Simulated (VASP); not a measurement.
# Zn (P6_3/mmc) in VASP: further runs

Zn is run at these levels: PBE; tasks: single point, relaxation of cell and atoms.

Program: VASP 6.6.1. These are calculated values, not measurements. Logs are shortened: lines on timing, memory, paths and dates and some standing lists are left out, and cuts for length are marked.

### 1 The cell of the first run

Symmetry: P6_3/mmc, No. 194, hexagonal system. Conventional cell: a = 3.373 Å, b = 3.373 Å, c = 11.016 Å, α = 90.00°, β = 90.00°, γ = 120.00°. Zn (site symmetry 3m) has 4 Zn at 2.07 Å within 2.7 Å. Within 2.7 Å of Zn (site symmetry 3m) lie 4 Zn at 2.07 Å.

### 2 Single point, PBE

The input, INCAR:

```
PREC = Accurate
ENCUT = 520
EDIFF = 1E-6
ISMEAR = 0
SIGMA = 0.1
LREAL = False
LASPH = True
NELM = 60
ALGO = Normal
ISIF = 2
LWAVE = False
LCHARG = True
GGA = PE
LELF = True
LVHAR = True
NBANDS = 58
```

The input, KPOINTS:

```
Automatic mesh
0
Gamma
  6 6 2
```

The input, POSCAR:

```
Zn
1.0
    3.3730316337      0.0000000000      0.0000000000
   -1.6865158168      2.9211310825      0.0000000000
    0.0000000000      0.0000000000     11.0162212482
Zn
8
Direct
    0.0000000000      0.0000000000      0.0937500000
    0.0000000000      0.0000000000      0.5937500000
    0.0000000000      0.0000000000      0.4062500000
    0.0000000000      0.0000000000      0.9062500000
    0.3333333333      0.6666666667      0.1562500000
    0.6666666667      0.3333333333      0.6562500000
    0.3333333333      0.6666666667      0.3437500000
    0.6666666667      0.3333333333      0.8437500000
```

Potentials or basis: VASP PAW PBE potentials, release 64 (Zn).

Launch:

```console
cat potpaw_PBE.64/Zn/POTCAR > POTCAR
mpirun -np 1 vasp_std > vasp.out
```

OUTCAR:

```text
PREC = Accurate
   ENCUT = 520
   EDIFF = 1E-6
   ISMEAR = 0
   LREAL = False
   LASPH = True
   NELM = 60
   ISIF = 2
   GGA = PE

 ion  position               nearest neighbor table
   1  0.000  0.000  0.094-   4 2.07   5 2.07   5 2.07   5 2.07
   2  0.000  0.000  0.594-   3 2.07   6 2.07   6 2.07   6 2.07
   3  0.000  0.000  0.406-   2 2.07   7 2.07   7 2.07   7 2.07
   4  0.000  0.000  0.906-   1 2.07   8 2.07   8 2.07   8 2.07
   5  0.333  0.667  0.156-   7 2.07   1 2.07   1 2.07   1 2.07
   6  0.667  0.333  0.656-   8 2.07   2 2.07   2 2.07   2 2.07
   7  0.333  0.667  0.344-   5 2.07   3 2.07   3 2.07   3 2.07
   8  0.667  0.333  0.844-   6 2.07   4 2.07   4 2.07   4 2.07

  LATTYP: Found a hexagonal cell.
 ALAT       =     3.3730316337
 C/A-ratio  =     3.2659703331

  Lattice vectors:

 A1 = (   3.3730316337,   0.0000000000,   0.0000000000)
 A2 = (  -1.6865158168,   2.9211310825,   0.0000000000)
 A3 = (   0.0000000000,   0.0000000000,  11.0162212482)

Analysis of symmetry for initial positions (statically):
=====================================================================
 Subroutine PRICEL returns:
 Original cell was already a primitive cell.

 Routine SETGRP: Setting up the symmetry group for a
 hexagonal supercell.

 Subroutine GETGRP returns: Found 24 space group operations
 (whereof 12 operations were pure point group operations)
 out of a pool of 24 trial point group operations.

The static configuration has the point symmetry D_3d.
 The point group associated with its full space group is D_6h.

Analysis of symmetry for dynamics (positions and initial velocities):
=====================================================================
 Subroutine PRICEL returns:
 Original cell was already a primitive cell.

 Routine SETGRP: Setting up the symmetry group for a
 hexagonal supercell.

 Subroutine GETGRP returns: Found 24 space group operations
 (whereof 12 operations were pure point group operations)
 out of a pool of 24 trial point group operations.

The dynamic configuration has the point symmetry D_3d.
 The point group associated with its full space group is D_6h.

 Subroutine INISYM returns: Found 24 space group operations
 (whereof 12 operations are pure point group operations),
 and found     1 'primitive' translations

[... 96 lines left out ...]
   LREAL  =      F    real-space projection
   EDIFFG = 0.1E-04   stopping-criterion for IOM
   NSW    =      0    number of steps for IOM
   IBRION =     -1    ionic relax: 0-MD 1-quasi-New 2-CG
   NFREE  =      0    steps in history (QN), initial steepest desc. (CG)
   ISIF   =      2    stress and relaxation
   ISYM   =      2    0-nonsym 1-usesym 2-fastsym
   POTIM  = 0.5000    time-step for ionic-motion
   TEBEG  =    0.0;   TEEND  =   0.0 temperature during run
   PSTRESS=    0.0 pullay stress
   NELECT =      96.0000    total number of electrons
   NUPDOWN=      -1.0000    fix difference up-down
   EMIN   =  10.00;   EMAX   =-10.00  energy-range for DOS
   EFERMI =   0.00;   METHOD = LEGACY
   ISMEAR =     0;   SIGMA  =   0.10  broadening in eV -4-tet -1-fermi 0-gaus
   EFERMI_NEDOS =   21; number of points for ismear=-14 and -15
   IALGO  =     38    algorithm
   IMIX   =      4    mixing-type and parameters
     AMIX     =   0.40;   BMIX     =  1.00
     AMIX_MAG =   1.60;   BMIX_MAG =  1.00
  volume/ion in A,a.u.               =      13.57        91.56
  Fermi-wavevector in a.u.,A,eV,Ry     =   1.571438  2.969587 33.598456  2.469417
  Thomas-Fermi vector in A             =   2.673022
   LORBIT       =      0    0 simple, 1 ext, 2 COOP (PROOUT), +10 PAW based schemes
   GGA     = PE    functional components
   LHFCALC =     F    Hartree Fock is set to
   AEXX    =    0.0000 exact exchange contribution
   IVDW    =     0    specifies the selected vdW correction
   LEPSILON=     F    determine dielectric tensor
   LRPA    =     F    only Hartree local field effects (RPA)
 non-spin polarized calculation
 Gauss-broadening in eV      SIGMA  =   0.10
  energy-cutoff  :      520.00
  volume of cell :      108.54
 maximum number of plane-waves:      2940
 NGX is ok and might be reduce to    28
   NGX = 13   NGY = 13   NGZ = 41

 number of electron      96.0000019 magnetization

 Free energy of the ion-electron system (eV)
  ---------------------------------------------------
  ext. energy  EPLUGINS =         0.00000000
  ---------------------------------------------------
  free energy    TOTEN  =         6.20420430 eV

  energy without entropy =        6.22062558  energy(sigma->0) =        6.21241494

 E-fermi :   3.6863     XC(G=0): -11.9019

 val. band max:        3.4043629867   @ k =   0.3333   0.1667   0.5000
 cond. band min:       3.6942599336   @ k =   0.3333   0.1667   0.0000
 fundamental gap:      0.2898969470
 Fermi energy:         3.6863379626

 k-point     1 :       0.0000    0.0000    0.0000
  band No.  band energies     occupation
      1      -7.5353      2.00000
      2      -6.4554      2.00000
      3      -6.4315      2.00000
      4      -5.9410      2.00000
      5      -5.9410      2.00000
      6      -5.9385      2.00000
[... 843 lines left out ...]
     57      10.0363      0.00000
     58      10.0363      0.00000

------------------------ aborting loop because EDIFF is reached ----------------------------------------

  FORCE on cell =-STRESS in cart. coord.  units (eV):
  Direction    XX          YY          ZZ          XY          YZ          ZX
  --------------------------------------------------------------------------------------
  -------------------------------------------------------------------------------------
  Total       49.8735478     49.8735478     48.7474065      0.0000000      0.0000000     -0.0000000
  in kB      736.1676618    736.1676618    719.5450466      0.0000000      0.0000000     -0.0000000
  external PRESSURE =     730.6267901 kB  Pullay stress =       0.0000000 kB

 VOLUME and BASIS-vectors are now :
 -----------------------------------------------------------------------------
  energy-cutoff  :      520.00
  volume of cell :      108.54
      direct lattice vectors                 reciprocal lattice vectors
     3.373031634  0.000000000  0.000000000     0.296469203  0.171166574  0.000000000
    -1.686515817  2.921131083  0.000000000     0.000000000  0.342333148  0.000000000
     0.000000000  0.000000000 11.016221248     0.000000000  0.000000000  0.090775228

 POSITION                                       TOTAL-FORCE (eV/Angst)
 -----------------------------------------------------------------------------------
      0.00000      0.00000      1.03277         0.000000      0.000000      0.074654
      0.00000      0.00000      6.54088         0.000000     -0.000000      0.074654
      0.00000      0.00000      4.47534         0.000000      0.000000     -0.074654
      0.00000      0.00000      9.98345         0.000000     -0.000000     -0.074654
     -0.00000      1.94742      1.72128         0.000000      0.000000     -0.017017
      1.68652      0.97371      7.22940        -0.000000      0.000000     -0.017017
     -0.00000      1.94742      3.78683         0.000000     -0.000000      0.017017
      1.68652      0.97371      9.29494        -0.000000     -0.000000      0.017017
 -----------------------------------------------------------------------------------
    total drift:                               -0.000000      0.000000      0.000000

  FREE ENERGIE OF THE ION-ELECTRON SYSTEM (eV)
  ---------------------------------------------------
  free  energy   TOTEN  =         6.2042043017 eV

  energy  without entropy=        6.2206255842  energy(sigma->0) =        6.21241494
```

OSZICAR:

```text
N       E                     dE             d eps       ncg     rms          rms(c)
DAV:   1     0.788508252499E+03    0.78851E+03   -0.45263E+04  1624   0.276E+03
DAV:   2     0.866068356067E+02   -0.70190E+03   -0.67868E+03  1624   0.548E+02
DAV:   3     0.744604492632E+01   -0.79161E+02   -0.77081E+02  1764   0.177E+02
DAV:   4     0.494899012257E+01   -0.24971E+01   -0.24884E+01  1736   0.342E+01
DAV:   5     0.494037665015E+01   -0.86135E-02   -0.86121E-02  1728   0.202E+00    0.171E+01
DAV:   6     0.603699797452E+01    0.10966E+01   -0.44242E+00  1798   0.259E+01    0.107E+01
DAV:   7     0.618494288483E+01    0.14794E+00   -0.28320E-01  1698   0.488E+00    0.299E+00
DAV:   8     0.620431183692E+01    0.19369E-01   -0.19818E-02  1728   0.248E+00    0.189E-01
DAV:   9     0.620429971830E+01   -0.12119E-04   -0.37171E-03  1746   0.120E+00    0.870E-02
DAV:  10     0.620416504020E+01   -0.13468E-03   -0.11611E-03  1700   0.256E-01    0.545E-02
DAV:  11     0.620420412235E+01    0.39082E-04   -0.42780E-04  1672   0.404E-01    0.163E-02
DAV:  12     0.620420476219E+01    0.63984E-06   -0.44241E-05  1768   0.162E-01    0.559E-03
DAV:  13     0.620420430174E+01   -0.46045E-06   -0.71856E-06  1626   0.560E-02
   1 F= 0.62042043E+01 E0= 0.62124149E+01  d E =-.164213E-01
```

stdout:

```text
POSCAR found type information on POSCAR Zn
 POSCAR found :  1 types and       8 ions
 scaLAPACK will be used
 LDA part: xc-table for (Slater+PW92), standard interpolation
 POSCAR, INCAR and KPOINTS ok, starting setup
 FFT: planning ... GRIDC
 FFT: planning ... GRID_SOFT
 FFT: planning ... GRID
 WAVECAR not read
 entering main loop
```

It took 59 s on 1 thread of Intel Xeon 6975P-C (Granite Rapids), shared host; peak memory 0.25 GiB.

What came out:

- Free energy: 6.2042 eV
- Pressure: 73.1 GPa
- Largest force: 0.075 eV/Å
- Band gap on the k mesh: zero (bands 48 and 49 overlap by 7.82 eV)

Forces in eV/Å, atoms in the order of the input:
```
Zn   0.000  0.000  0.075
Zn   0.000  0.000  0.075
Zn   0.000  0.000 -0.075
Zn   0.000  0.000 -0.075
Zn   0.000  0.000 -0.017
Zn   0.000  0.000 -0.017
Zn   0.000  0.000  0.017
Zn   0.000  0.000  0.017
```

Levels at points of the mesh, in eV from the Fermi level:
| k point | band 46 | band 47 | band 48 | band 49 | band 50 | band 51 |
| --- | --- | --- | --- | --- | --- | --- |
| (0.00, 0.00, 0.00) | 1.24 | 1.29 | 5.32 | 5.32 | 6.37 | 6.37 |
| (0.50, 0.00, 0.00) | -4.29 | -1.61 | -1.49 | -0.83 | 0.40 | 1.22 |
| (0.00, 0.00, 0.50) | -2.24 | 5.23 | 5.23 | 5.63 | 5.63 | 5.63 |
| (0.50, 0.00, 0.50) | -3.29 | -2.83 | -2.83 | 1.02 | 1.02 | 1.65 |

Caveat: the cell stands under pressure.

### 3 Relaxation of cell and atoms, PBE

The input, INCAR:

```
ALGO = Fast
EDIFF = 1E-6
EDIFFG = -0.04
ENCUT = 600
GGA = PE
IBRION = 2
ISIF = 3
ISMEAR = 0
LASPH = True
LCHARG = False
LREAL = False
LWAVE = False
NELM = 60
NSW = 90
PREC = Accurate
SIGMA = 0.1
```

The input, KPOINTS:

```
k-points
0
Gamma
  6 6 2
```

POSCAR is that of step 2.

Potentials or basis: VASP PAW PBE potentials, release 64 (Zn).

Launch:

```console
cat potpaw_PBE.64/Zn/POTCAR > POTCAR
mpirun -np 1 vasp_std > vasp.out
```

Run time: 45 min. Hardware: 1 thread of Intel Xeon 6975P-C (Granite Rapids), shared host; peak memory 0.35 GiB.

It converged, with:

```
Free energy                           : -7.1595 eV
Relaxed volume                        : 19.91 Å³/atom
Relaxed cell                          : a = 4.291 Å, b = 4.291 Å, c = 9.988 Å, α = 90.00°, β = 90.00°, γ = 120.00°
Space group after relaxing (to 0.1 Å) : P6_3/mmc (No. 194)
Pressure after relaxing               : 0.0 GPa
Largest force after relaxing          : 0.036 eV/Å
Band gap on the k mesh                : zero (bands 48 and 49 overlap by 3.20 eV)
```

Forces on the atoms (eV/Å):
```
Zn   0.000  0.000  0.036
Zn   0.000  0.000  0.036
Zn   0.000  0.000 -0.036
Zn   0.000  0.000 -0.036
Zn   0.000  0.000  0.024
Zn   0.000  0.000  0.024
Zn   0.000  0.000 -0.024
Zn   0.000  0.000 -0.024
```

Stress tensor (GPa, compression positive):
```
 0.11  0.00  0.00
 0.00  0.11  0.00
 0.00  0.00 -0.09
```

Final structure:
```yaml
crystal:
  lattice:
    - [4.29088, 0.00000, 0.00000]
    - [-2.14544, 3.71601, 0.00000]
    - [0.00000, 0.00000, 9.98772]
  atoms:
    - { symbol: Zn, position: [0.00000, 0.00000, 0.12847] }
    - { symbol: Zn, position: [0.00000, 0.00000, 0.62847] }
    - { symbol: Zn, position: [0.00000, 0.00000, 0.37153] }
    - { symbol: Zn, position: [0.00000, 0.00000, 0.87153] }
    - { symbol: Zn, position: [0.33333, 0.66667, 0.99338] }
    - { symbol: Zn, position: [0.66667, 0.33333, 0.49338] }
    - { symbol: Zn, position: [0.33333, 0.66667, 0.50662] }
    - { symbol: Zn, position: [0.66667, 0.33333, 0.00662] }
```

Levels at points of the mesh, in eV from the Fermi level:
| k point | band 44 | band 45 | band 46 | band 47 | band 48 | band 49 | band 50 | band 51 | band 52 | band 53 |
| --- | --- | --- | --- | --- | --- | --- | --- | --- | --- | --- |
| (0.00, 0.00, 0.00) | -1.68 | -1.33 | 2.29 | 2.29 | 2.72 | 2.72 | 2.88 | 2.88 | 3.24 | 3.28 |
| (0.50, 0.00, 0.00) | -4.65 | -3.10 | -1.08 | -0.92 | -0.43 | -0.31 | 1.01 | 1.27 | 1.49 | 1.59 |
| (0.00, 0.00, 0.50) | -4.01 | 1.59 | 1.59 | 2.67 | 2.67 | 2.67 | 2.67 | 2.81 | 2.81 | 2.81 |
| (0.50, 0.00, 0.50) | -4.96 | -2.07 | -2.07 | -0.64 | -0.64 | -0.21 | -0.21 | 1.30 | 1.30 | 3.93 |

Caveat: the volume moved by over 15 % at a fixed basis, so the end points are rough.

(Part 1 of 2 ends here.)

The gap in the log of VASP goes by the Fermi energy; the results here count the filled bands.